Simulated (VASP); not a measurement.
# Co (P6_3/mmc) in VASP: further runs

Co is run at these levels: LDA; tasks: single point.

Program: VASP 6.6.1. These are calculated values, not measurements. Logs are shortened: lines on timing, memory, paths and dates and some standing lists are left out, and cuts for length are marked.

**1. The cell of the first run**

It takes space group P6_3/mmc (No. 194, hexagonal). Conventional cell: a = 2.429 Å, b = 2.429 Å, c = 3.918 Å, α = 90.00°, β = 90.00°, γ = 120.00°. Co (site symmetry -6m2) has 12 Co at 2.41 to 2.43 Å within 3.2 Å.

**2. Single point, LDA, collinear spin, ferromagnetic start**

Contents of INCAR:

```
SYSTEM = Co
ALGO = Normal ; EDIFF = 1E-6
ENCUT = 520 ; ISIF = 2
ISMEAR = 0 ; ISPIN = 2
LASPH = .TRUE. ; LCHARG = .FALSE.
LMAXMIX = 4 ; LORBIT = 11
LREAL = .FALSE. ; LWAVE = .FALSE.
MAGMOM = 1.72 1.72 ; NBANDS = 20
NELM = 150 ; PREC = Accurate
SIGMA = 0.05
```

Contents of KPOINTS:

```
k-points
0
G
  20 20 12
  0 0 0
```

Contents of POSCAR:

```
Co
1.0
    2.4294651523      0.0000000000      0.0000000000
   -1.2147325761      2.1039785395      0.0000000000
    0.0000000000      0.0000000000      3.9179744593
Co
2
Direct
    0.3333333333      0.6666666667      0.2500000000
    0.6666666667      0.3333333333      0.7500000000
```

Potentials or basis: VASP PAW LDA potentials, release 64 (Co).

The run is started by

```
> cat potpaw_LDA.64/Co/POTCAR > POTCAR
> mpirun -np 1 vasp_std > vasp.out
```

OUTCAR:

```text
SYSTEM = Co
   EDIFF = 1E-6
   ENCUT = 520
   ISIF = 2
   ISMEAR = 0
   ISPIN = 2
   LASPH = .TRUE.
   LORBIT = 11
   LREAL = .FALSE.
   NELM = 150
   PREC = Accurate

 ion  position               nearest neighbor table
   1  0.333  0.667  0.250-   2 2.41   2 2.41   2 2.41   2 2.41   2 2.41   2 2.41
   2  0.667  0.333  0.750-   1 2.41   1 2.41   1 2.41   1 2.41   1 2.41   1 2.41

  LATTYP: Found a hexagonal cell.
 ALAT       =     2.4294651523
 C/A-ratio  =     1.6126901247

  Lattice vectors:

 A1 = (   2.4294651523,   0.0000000000,   0.0000000000)
 A2 = (  -1.2147325761,   2.1039785395,   0.0000000000)
 A3 = (   0.0000000000,   0.0000000000,   3.9179744593)

Analysis of symmetry for initial positions (statically):
=====================================================================
 Subroutine PRICEL returns:
 Original cell was already a primitive cell.

 Routine SETGRP: Setting up the symmetry group for a
 hexagonal supercell.

 Subroutine GETGRP returns: Found 24 space group operations
 (whereof 12 operations were pure point group operations)
 out of a pool of 24 trial point group operations.

The static configuration has the point symmetry D_3d.
 The point group associated with its full space group is D_6h.

Analysis of symmetry for dynamics (positions and initial velocities):
=====================================================================
 Subroutine PRICEL returns:
 Original cell was already a primitive cell.

 Routine SETGRP: Setting up the symmetry group for a
 hexagonal supercell.

 Subroutine GETGRP returns: Found 24 space group operations
 (whereof 12 operations were pure point group operations)
 out of a pool of 24 trial point group operations.

The dynamic configuration has the point symmetry D_3d.
 The point group associated with its full space group is D_6h.

Analysis of structural, dynamic, and magnetic symmetry:
=====================================================================
 Subroutine PRICEL returns:
 Original cell was already a primitive cell.

 Routine SETGRP: Setting up the symmetry group for a
 hexagonal supercell.

 Subroutine GETGRP returns: Found 24 space group operations
 (whereof 12 operations were pure point group operations)
 out of a pool of 24 trial point group operations.

The overall configuration has the point symmetry D_3d.
 The point group associated with its full space group is D_6h.

 Subroutine INISYM returns: Found 24 space group operations
 (whereof 12 operations are pure point group operations),
 and found     1 'primitive' translations

----------------------------------------------------------------------------------------

                                     Primitive cell

  volume of cell :      20.0269

  direct lattice vectors                    reciprocal lattice vectors
     2.429465152  0.000000000  0.000000000     0.411613231  0.237645009  0.000000000
    -1.214732576  2.103978539  0.000000000     0.000000000  0.475290019  0.000000000
     0.000000000  0.000000000  3.917974459     0.000000000  0.000000000  0.255233925

  length of vectors
     2.429465152  2.429465152  3.917974459     0.475290019  0.475290019  0.255233925

  position of ions in fractional coordinates (direct lattice)
     0.333333333  0.666666667  0.250000000
     0.666666667  0.333333333  0.750000000

  ion indices of the primitive-cell ions
   primitive index   ion index
                 1           1
                 2           2

----------------------------------------------------------------------------------------

 KPOINTS: k-points

Automatic generation of k-mesh.
 Grid dimensions read from file:
 generate k-points for:   20   20   12

 Generating k-lattice:

  Cartesian coordinates                     Fractional coordinates (reciprocal lattice)
     0.020580662  0.011882250  0.000000000     0.050000000  0.000000000  0.000000000
     0.000000000  0.023764501  0.000000000     0.000000000  0.050000000  0.000000000
     0.000000000  0.000000000  0.021269494     0.000000000  0.000000000  0.083333333

  Length of vectors
     0.023764501  0.023764501  0.021269494

  Shift w.r.t. Gamma in fractional coordinates (k-lattice)
     0.000000000  0.000000000  0.000000000

 Subroutine IBZKPT returns following result:
 ===========================================

 Found    308 irreducible k-points:

 Following reciprocal coordinates:
            Coordinates               Weight
  0.000000  0.000000  0.000000      1.000000
  0.050000 -0.000000  0.000000      6.000000
  0.100000 -0.000000  0.000000      6.000000
  0.150000 -0.000000  0.000000      6.000000
  0.200000 -0.000000  0.000000      6.000000
  0.250000 -0.000000  0.000000      6.000000
[... 16 lines left out ...]
  0.200000  0.100000  0.000000     12.000000
  0.250000  0.100000  0.000000     12.000000
 [... further k-points ...]
   k-points           NKPTS =    308   k-points in BZ     NKDIM =    308   number of bands    NBANDS=     20
   number of dos      NEDOS =    301   number of ions     NIONS =      2
   total plane-waves  NPLWV =   9720
   dimension x,y,z NGX =    18 NGY =   18 NGZ =   30
   dimension x,y,z NGXF=    36 NGYF=   36 NGZF=   60
   ions per type =               2
   NGX,Y,Z   is equivalent  to a cutoff of  12.32, 12.32, 12.73 a.u.
   NGXF,Y,Z  is equivalent  to a cutoff of  24.63, 24.63, 25.46 a.u.
 SYSTEM =  Co
   PREC   = accura    normal or accurate (medium, high low for compatibility)
   ISTART =      0    job   : 0-new  1-cont  2-samecut
   ICHARG =      2    charge: 1-file 2-atom 10-const
   ISPIN  =      2    spin polarized calculation?
   LNONCOLLINEAR =      F non collinear calculations
   LSORBIT =      F    spin-orbit coupling
   LASPH  =      T    aspherical Exc in radial PAW
   ENCUT  =  520.0 eV  38.22 Ry    6.18 a.u.   4.52  4.52  7.28*2*pi/ulx,y,z
   NELM   =    150;   NELMIN=  2; NELMDL= -5     # of ELM steps
   EDIFF  = 0.1E-05   stopping-criterion for ELM
   LREAL  =      F    real-space projection
   EDIFFG = 0.1E-04   stopping-criterion for IOM
   NSW    =      0    number of steps for IOM
   IBRION =     -1    ionic relax: 0-MD 1-quasi-New 2-CG
   NFREE  =      0    steps in history (QN), initial steepest desc. (CG)
   ISIF   =      2    stress and relaxation
   ISYM   =      2    0-nonsym 1-usesym 2-fastsym
   POTIM  = 0.5000    time-step for ionic-motion
   TEBEG  =    0.0;   TEEND  =   0.0 temperature during run
   PSTRESS=    0.0 pullay stress
   NELECT =      18.0000    total number of electrons
   NUPDOWN=      -1.0000    fix difference up-down
   EMIN   =  10.00;   EMAX   =-10.00  energy-range for DOS
   EFERMI =   0.00;   METHOD = LEGACY
   ISMEAR =     0;   SIGMA  =   0.05  broadening in eV -4-tet -1-fermi 0-gaus
   EFERMI_NEDOS =   21; number of points for ismear=-14 and -15
   IALGO  =     38    algorithm
   IMIX   =      4    mixing-type and parameters
     AMIX     =   0.40;   BMIX     =  1.00
     AMIX_MAG =   1.60;   BMIX_MAG =  1.00
  volume/ion in A,a.u.               =      10.01        67.57
  Fermi-wavevector in a.u.,A,eV,Ry     =   1.579893  2.985566 33.961004  2.496063
  Thomas-Fermi vector in A             =   2.680204
   LORBIT       =     11    0 simple, 1 ext, 2 COOP (PROOUT), +10 PAW based schemes
   GGA     = CA    functional components
   LHFCALC =     F    Hartree Fock is set to
   AEXX    =    0.0000 exact exchange contribution
   IVDW    =     0    specifies the selected vdW correction
   LEPSILON=     F    determine dielectric tensor
   LRPA    =     F    only Hartree local field effects (RPA)
 spin polarized calculation
 Gauss-broadening in eV      SIGMA  =   0.05
  energy-cutoff  :      520.00
  volume of cell :       20.03
 maximum number of plane-waves:       557
   NGX =  9   NGY =  9   NGZ = 15

 number of electron      17.9999991 magnetization       2.9842197

 Free energy of the ion-electron system (eV)
  ---------------------------------------------------
  ext. energy  EPLUGINS =         0.00000000
  ---------------------------------------------------
  free energy    TOTEN  =       -16.25240786 eV

  energy without entropy =      -16.25055463  energy(sigma->0) =      -16.25148124

 E-fermi :  11.0796     XC(G=0): -14.2146

 val. band max:       11.0790520635   @ k =   0.1500   0.1500   0.5000
 cond. band min:      11.0804329851   @ k =   0.0500  -0.0000   0.1667
 fundamental gap:      0.0013809216
 Fermi energy:        11.0795702149

 spin component 1

 k-point     1 :       0.0000    0.0000    0.0000
  band No.  band energies     occupation
      1       1.7188      1.00000
      2       5.6516      1.00000
      3       8.5278      1.00000
      4       8.5418      1.00000
      5       8.5418      1.00000
      6       8.9091      1.00000
[... 12 lines left out ...]
     19      38.3419      0.00000
     20      38.3419      0.00000

 k-point     2 :       0.0500   -0.0000    0.0000
  band No.  band energies     occupation
      1       1.8123      1.00000
      2       5.7106      1.00000
      3       8.3845      1.00000
      4       8.5888      1.00000
      5       8.6708      1.00000
      6       8.8851      1.00000
[... 12 lines left out ...]
     19      39.6049      0.00000
     20      40.0404      0.00000
[... 465 lines left out ...]
      3       7.3905      1.00000
      4       7.5557      1.00000
      5       8.5699      1.00000
      6       8.5744      1.00000
[... 12 lines left out ...]
     19      37.2326      0.00000
     20      38.6144      0.00000

 k-point    24 :       0.2500    0.1000    0.0000
  band No.  band energies     occupation
      1       4.8117      1.00000
      2       6.6592      1.00000
      3       7.0488      1.00000
      4       7.5605      1.00000
      5       8.4540      1.00000
      6       8.6291      1.00000
[... 12 lines left out ...]
     19      36.7556      0.00000
     20      37.8687      0.00000

 [... further k-points ...]

 spin component 2

 k-point     1 :       0.0000    0.0000    0.0000
  band No.  band energies     occupation
      1       1.9057      1.00000
      2       6.5201      1.00000
      3       9.9073      1.00000
      4       9.9095      1.00000
      5       9.9095      1.00000
      6      10.3221      1.00000
[... 12 lines left out ...]
     19      38.7734      0.00000
     20      38.7734      0.00000

 k-point     2 :       0.0500   -0.0000    0.0000
  band No.  band energies     occupation
      1       1.9996      1.00000
      2       6.5845      1.00000
      3       9.7378      1.00000
      4       9.9599      1.00000
      5      10.0594      1.00000
      6      10.2930      1.00000
[... 12 lines left out ...]
     19      40.0321      0.00000
     20      40.4187      0.00000
[... 465 lines left out ...]
      3       8.3957      1.00000
      4       8.7300      1.00000
      5       9.8854      1.00000
      6       9.9319      1.00000
[... 12 lines left out ...]
     19      37.5986      0.00000
     20      39.0802      0.00000

 k-point    24 :       0.2500    0.1000    0.0000
  band No.  band energies     occupation
      1       5.0966      1.00000
      2       7.7371      1.00000
      3       8.0702      1.00000
      4       8.6560      1.00000
      5       9.7988      1.00000
      6       9.9278      1.00000
[... 12 lines left out ...]
     19      37.1562      0.00000
     20      38.3232      0.00000

 [... further k-points ...]

------------------------ aborting loop because EDIFF is reached ----------------------------------------

  FORCE on cell =-STRESS in cart. coord.  units (eV):
  Direction    XX          YY          ZZ          XY          YZ          ZX
  --------------------------------------------------------------------------------------
  -------------------------------------------------------------------------------------
  Total       -0.1474882     -0.1474882     -0.1828718     -0.0000000      0.0000000     -0.0000000
  in kB      -11.7992449    -11.7992449    -14.6299809     -0.0000000      0.0000000     -0.0000000
  external PRESSURE =     -12.7428236 kB  Pullay stress =       0.0000000 kB

 VOLUME and BASIS-vectors are now :
 -----------------------------------------------------------------------------
  energy-cutoff  :      520.00
  volume of cell :       20.03
      direct lattice vectors                 reciprocal lattice vectors
     2.429465152  0.000000000  0.000000000     0.411613231  0.237645009  0.000000000
    -1.214732576  2.103978539  0.000000000     0.000000000  0.475290019  0.000000000
     0.000000000  0.000000000  3.917974459     0.000000000  0.000000000  0.255233925

 POSITION                                       TOTAL-FORCE (eV/Angst)
 -----------------------------------------------------------------------------------
     -0.00000      1.40265      0.97949        -0.000000      0.000000      0.000000
      1.21473      0.70133      2.93848         0.000000     -0.000000      0.000000
 -----------------------------------------------------------------------------------
    total drift:                                0.000000     -0.000000     -0.000000

  FREE ENERGIE OF THE ION-ELECTRON SYSTEM (eV)
  ---------------------------------------------------
  free  energy   TOTEN  =       -16.2524078583 eV

  energy  without entropy=      -16.2505546310  energy(sigma->0) =      -16.25148124

 total charge

# of ion       s       p       d       tot
------------------------------------------
    1        0.523   0.589   7.338   8.450
    2        0.523   0.589   7.338   8.450
--------------------------------------------------
tot          1.046   1.177  14.677  16.900

 magnetization (x)

# of ion       s       p       d       tot
------------------------------------------
    1       -0.013  -0.039   1.537   1.485
    2       -0.013  -0.039   1.537   1.485
--------------------------------------------------
tot         -0.027  -0.077   3.074   2.971
```

It took 3.1 min on 1 thread of Intel Xeon Platinum 8259CL at 2.50GHz (Skylake/Cascade Lake), shared host; peak memory 0.26 GiB.

Results:

| Property | Result |
| --- | --- |
| Free energy | -16.2524 eV |
| Pressure | -1.3 GPa |
| Net moment | 2.98 μB per cell |
| Site moments | Co +1.49 μB |
| Valence electrons inside the program's atomic spheres | Co 8.45 |

Levels at points of the mesh, in eV from the Fermi level:
Spin up:
```csv
k point,band 6,band 7,band 8,band 9,band 10,band 11,band 12,band 13,band 14,band 15
"(0.00, 0.00, 0.00)",-2.17,-2.17,-1.77,-1.77,-0.49,-0.49,-0.06,7.25,22.64,25.92
"(0.50, 0.00, 0.00)",-2.45,-2.07,-0.36,-0.22,-0.18,1.68,3.85,10.40,11.13,13.65
"(0.00, 0.00, 0.50)",-2.62,-2.62,-2.62,-0.85,-0.85,-0.85,-0.85,16.09,16.09,23.40
"(0.50, 0.00, 0.50)",-1.62,-0.83,-0.83,-0.25,-0.25,1.80,1.80,8.12,8.12,19.38
```
Spin down:
```
           k point  band 4  band 5  band 6  band 7  band 8  band 9  band 10  band 11
(0.00, 0.00, 0.00)   -1.17   -1.17   -0.76   -0.76   -0.31   -0.31     0.12     1.07
(0.50, 0.00, 0.00)   -1.88   -1.36   -1.19   -0.74    1.21    1.37     1.40     2.80
(0.00, 0.00, 0.50)   -1.74   -1.25   -1.25   -1.25   -1.25    0.69     0.69     0.69
(0.50, 0.00, 0.50)   -2.69   -0.17   -0.17    0.32    0.32    1.33     1.33     2.48
```

(Continued in part 2 of 2.)
